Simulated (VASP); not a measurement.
# ZnSe5 (P6/mmm) in VASP: notebook

Runs on ZnSe5. Level: PBE. Tasks: single point.

Everything below comes from runs of VASP 6.6.1. Logs are shortened: lines on timing, memory, paths and dates and some standing lists are left out, and cuts for length are marked.

**1. The cell of the first run**

It takes space group P6/mmm (No. 191, hexagonal). The conventional cell has a = 7.268 Å, b = 7.268 Å, c = 3.527 Å, α = 90.00°, β = 90.00°, γ = 120.00°. Within 4.6 Å of Zn (site symmetry 6/mmm) lie 2 Zn at 3.53 Å and 18 Se at 4.04 to 4.20 Å. Within 3.6 Å of Se (site symmetry mmm) lie 6 Se at 2.74 to 3.53 Å. Within 3.6 Å of Se (site symmetry -6m2) lie 8 Se at 2.74 to 3.53 Å.

**2. Single point, PBE**

Input file INCAR:

```
ALGO = Normal
EDIFF = 1E-7
ENCUT = 520
GGA = PE
ISIF = 2
ISMEAR = 0
LASPH = True
LCHARG = False
LREAL = False
LWAVE = False
NBANDS = 30
NELM = 100
PREC = Accurate
SIGMA = 0.1
```

Input file KPOINTS:

```
k-points
0
Gamma
  3 3 4
```

Input file POSCAR:

```
ZnSe5
1.0
    7.2682210265      0.0000000034      0.0000000000
   -3.6341105162      6.2944640476      0.0000000000
    0.0000000000      0.0000000000      3.5274537922
Zn Se
1 5
Direct
    0.0000000000      0.0000000000      0.0000000000
    0.5000000000      0.0000000000      0.5000000000
    0.5000000000      0.5000000000      0.5000000000
    0.0000000000      0.5000000000      0.5000000000
    0.3333333333      0.6666666667      0.0000000000
    0.6666666667      0.3333333333      0.0000000000
```

Potentials or basis: VASP PAW PBE potentials, release 64 (Zn, Se).

Started as:

```sh
cat potpaw_PBE.64/Zn/POTCAR potpaw_PBE.64/Se/POTCAR > POTCAR
mpirun -np 1 vasp_std > vasp.out
```

OUTCAR:

```text
EDIFF = 1E-7
   ENCUT = 520
   GGA = PE
   ISIF = 2
   ISMEAR = 0
   LASPH = True
   LREAL = False
   NELM = 100
   PREC = Accurate

 ion  position               nearest neighbor table
   1  0.000  0.000  0.000-
   2  0.500  0.000  0.500-   5 2.74   6 2.74   5 2.74   6 2.74
   3  0.500  0.500  0.500-   5 2.74   6 2.74   5 2.74   6 2.74
   4  0.000  0.500  0.500-   5 2.74   6 2.74   5 2.74   6 2.74
   5  0.333  0.667  0.000-   4 2.74   4 2.74   2 2.74   2 2.74   3 2.74   3 2.74
   6  0.667  0.333  0.000-   4 2.74   4 2.74   2 2.74   2 2.74   3 2.74   3 2.74

  LATTYP: Found a hexagonal cell.
 ALAT       =     7.2682210265
 C/A-ratio  =     0.4853256085

  Lattice vectors:

 A1 = (   7.2682210265,   0.0000000034,   0.0000000000)
 A2 = (  -3.6341105162,   6.2944640476,   0.0000000000)
 A3 = (   0.0000000000,   0.0000000000,   3.5274537922)

Analysis of symmetry for initial positions (statically):
=====================================================================
 Subroutine PRICEL returns:
 Original cell was already a primitive cell.

 Routine SETGRP: Setting up the symmetry group for a
 hexagonal supercell.

 Subroutine GETGRP returns: Found 24 space group operations
 (whereof 24 operations were pure point group operations)
 out of a pool of 24 trial point group operations.

The static configuration has the point symmetry D_6h.

Analysis of symmetry for dynamics (positions and initial velocities):
=====================================================================
 Subroutine PRICEL returns:
 Original cell was already a primitive cell.

 Routine SETGRP: Setting up the symmetry group for a
 hexagonal supercell.

 Subroutine GETGRP returns: Found 24 space group operations
 (whereof 24 operations were pure point group operations)
 out of a pool of 24 trial point group operations.

The dynamic configuration has the point symmetry D_6h.

 Subroutine INISYM returns: Found 24 space group operations
 (whereof 24 operations are pure point group operations),
 and found     1 'primitive' translations

----------------------------------------------------------------------------------------

                                     Primitive cell
[... 81 lines left out ...]
   ENCUT  =  520.0 eV  38.22 Ry    6.18 a.u.  13.51 13.51  6.56*2*pi/ulx,y,z
   NELM   =    100;   NELMIN=  2; NELMDL= -5     # of ELM steps
   EDIFF  = 0.1E-06   stopping-criterion for ELM
   LREAL  =      F    real-space projection
   EDIFFG = 0.1E-05   stopping-criterion for IOM
   NSW    =      0    number of steps for IOM
   IBRION =     -1    ionic relax: 0-MD 1-quasi-New 2-CG
   NFREE  =      0    steps in history (QN), initial steepest desc. (CG)
   ISIF   =      2    stress and relaxation
   ISYM   =      2    0-nonsym 1-usesym 2-fastsym
   POTIM  = 0.5000    time-step for ionic-motion
   TEBEG  =    0.0;   TEEND  =   0.0 temperature during run
   PSTRESS=    0.0 pullay stress
   NELECT =      42.0000    total number of electrons
   NUPDOWN=      -1.0000    fix difference up-down
   EMIN   =  10.00;   EMAX   =-10.00  energy-range for DOS
   EFERMI =   0.00;   METHOD = LEGACY
   ISMEAR =     0;   SIGMA  =   0.10  broadening in eV -4-tet -1-fermi 0-gaus
   EFERMI_NEDOS =   21; number of points for ismear=-14 and -15
   IALGO  =     38    algorithm
   IMIX   =      4    mixing-type and parameters
     AMIX     =   0.40;   BMIX     =  1.00
     AMIX_MAG =   1.60;   BMIX_MAG =  1.00
  volume/ion in A,a.u.               =      26.90       181.51
  Fermi-wavevector in a.u.,A,eV,Ry     =   1.045222  1.975183 14.864214  1.092489
  Thomas-Fermi vector in A             =   2.180008
   LORBIT       =      0    0 simple, 1 ext, 2 COOP (PROOUT), +10 PAW based schemes
   GGA     = PE    functional components
   LHFCALC =     F    Hartree Fock is set to
   AEXX    =    0.0000 exact exchange contribution
   IVDW    =     0    specifies the selected vdW correction
   LEPSILON=     F    determine dielectric tensor
   LRPA    =     F    only Hartree local field effects (RPA)
 non-spin polarized calculation
 Gauss-broadening in eV      SIGMA  =   0.10
  energy-cutoff  :      520.00
  volume of cell :      161.38
 maximum number of plane-waves:      4393
 NGX is ok and might be reduce to    54
   NGX = 27   NGY = 27   NGZ = 13

 number of electron      42.0000025 magnetization

 Free energy of the ion-electron system (eV)
  ---------------------------------------------------
  ext. energy  EPLUGINS =         0.00000000
  ---------------------------------------------------
  free energy    TOTEN  =       -16.13462917 eV

  energy without entropy =      -16.10567931  energy(sigma->0) =      -16.12015424

 E-fermi :   2.0891     XC(G=0):  -8.9196

 val. band max:        1.9878864024   @ k =   0.3333   0.0000   0.5000
 cond. band min:       2.0895343899   @ k =   0.3333   0.0000   0.5000
 fundamental gap:      0.1016479875
 Fermi energy:         2.0891284540

 k-point     1 :       0.0000    0.0000    0.0000
  band No.  band energies     occupation
      1     -13.6468      2.00000
      2     -11.9645      2.00000
      3     -10.7472      2.00000
      4     -10.7472      2.00000
      5      -7.6261      2.00000
      6      -3.4037      2.00000
[... 286 lines left out ...]
     29       6.9196      0.00000
     30       9.8882      0.00000

------------------------ aborting loop because EDIFF is reached ----------------------------------------

  FORCE on cell =-STRESS in cart. coord.  units (eV):
  Direction    XX          YY          ZZ          XY          YZ          ZX
  --------------------------------------------------------------------------------------
  -------------------------------------------------------------------------------------
  Total        0.1023213      0.1023213      0.0447523     -0.0000000      0.0000000      0.0000000
  in kB        1.0158472      1.0158472      0.4443011     -0.0000000      0.0000000      0.0000000
  external PRESSURE =       0.8253318 kB  Pullay stress =       0.0000000 kB

 VOLUME and BASIS-vectors are now :
 -----------------------------------------------------------------------------
  energy-cutoff  :      520.00
  volume of cell :      161.38
      direct lattice vectors                 reciprocal lattice vectors
     7.268221027  0.000000003  0.000000000     0.137585249  0.079434881  0.000000000
    -3.634110516  6.294464048  0.000000000    -0.000000000  0.158869761  0.000000000
     0.000000000  0.000000000  3.527453792     0.000000000  0.000000000  0.283490602

 POSITION                                       TOTAL-FORCE (eV/Angst)
 -----------------------------------------------------------------------------------
      0.00000      0.00000      0.00000        -0.000000      0.000000      0.000000
      3.63411      0.00000      1.76373        -0.000000      0.000000      0.000000
      1.81706      3.14723      1.76373        -0.000000      0.000000      0.000000
     -1.81706      3.14723      1.76373        -0.000000      0.000000      0.000000
     -0.00000      4.19631      0.00000         0.000000     -0.000000      0.000000
      3.63411      2.09815      0.00000        -0.000000      0.000000      0.000000
 -----------------------------------------------------------------------------------
    total drift:                                0.000000      0.000000      0.000000

  FREE ENERGIE OF THE ION-ELECTRON SYSTEM (eV)
  ---------------------------------------------------
  free  energy   TOTEN  =       -16.1346291737 eV

  energy  without entropy=      -16.1056793086  energy(sigma->0) =      -16.12015424
```

Wall time 31 s (1 thread of AMD EPYC 9R45 (Zen 5), shared host); peak memory 0.24 GiB.

What came out:

```
Free energy            : -16.1346 eV
Pressure               : 0.1 GPa
Band gap on the k mesh : zero (band 21 reaches 2.98 eV, above the bottom of band 22 at 1.66 eV)
```

Levels at points of the mesh, in eV from the Fermi level:
```csv
k point,band 19,band 20,band 21,band 22,band 23,band 24
"(0.00, 0.00, 0.00)",-1.27,-1.04,-0.45,-0.43,-0.43,3.25
"(0.00, 0.00, 0.50)",-1.64,-0.46,-0.46,0.12,0.38,2.34
```

Caveat: the k points lie up to 0.45 Å⁻¹ apart.

**3. Single point, PBE**

This run uses another cell than the first one, of 27.33 Å³/atom, 1.016 times its volume.

Input file INCAR:

```
PREC = Accurate
ENCUT = 520
EDIFF = 1E-7
ISMEAR = 0
SIGMA = 0.1
LREAL = False
LASPH = True
NELM = 80
ALGO = Normal
ISIF = 2
LWAVE = False
LCHARG = False
GGA = PE
NBANDS = 30
```

Input file KPOINTS:

```
Automatic mesh
0
Gamma
  3 3 4
```

Input file POSCAR:

```
ZnSe5
1.0
    6.1940423300      0.0000000000      0.0000000000
   -3.0970211700      5.3641980100      0.0000000000
    0.0000000000      0.0000000000      4.9348841000
Zn Se
1 5
Direct
    0.0000000000      0.0000000000      0.0000000000
    0.5000000000      0.0000000000      0.5000000000
    0.5000000000      0.5000000000      0.5000000000
    0.0000000000      0.5000000000      0.5000000000
    0.3333333300      0.6666666700      0.0000000000
    0.6666666700      0.3333333300      0.0000000000
```

Potentials or basis: VASP PAW PBE potentials, release 64 (Zn, Se).

Started as:

```sh
cat potpaw_PBE.64/Zn/POTCAR potpaw_PBE.64/Se/POTCAR > POTCAR
mpirun -np 1 vasp_std > vasp.out
```

It took 33 s on 1 thread of AMD EPYC 9R45 (Zen 5), shared host; peak memory 0.27 GiB.

Results (log left out):

```
Free energy            : -14.7450 eV
Pressure               : -5.8 GPa
Band gap on the k mesh : zero (band 21 reaches 3.10 eV, above the bottom of band 22 at 1.48 eV)
```

Stress tensor (GPa, compression positive):
```
 -3.46   0.00   0.00
  0.00  -3.46   0.00
  0.00   0.00 -10.40
```

Levels at points of the mesh, in eV from the Fermi level:
```tsv
k point	band 17	band 18	band 19	band 20	band 21	band 22	band 23	band 24	band 25	band 26
(0.00, 0.00, 0.00)	-2.17	-1.67	-1.53	-1.53	-0.29	-0.29	1.04	1.61	1.61	2.84
(0.00, 0.00, 0.50)	-1.38	-1.38	-1.19	-0.59	1.08	1.08	1.54	1.54	1.62	1.62
```

Caveat: the k points lie up to 0.39 Å⁻¹ apart.
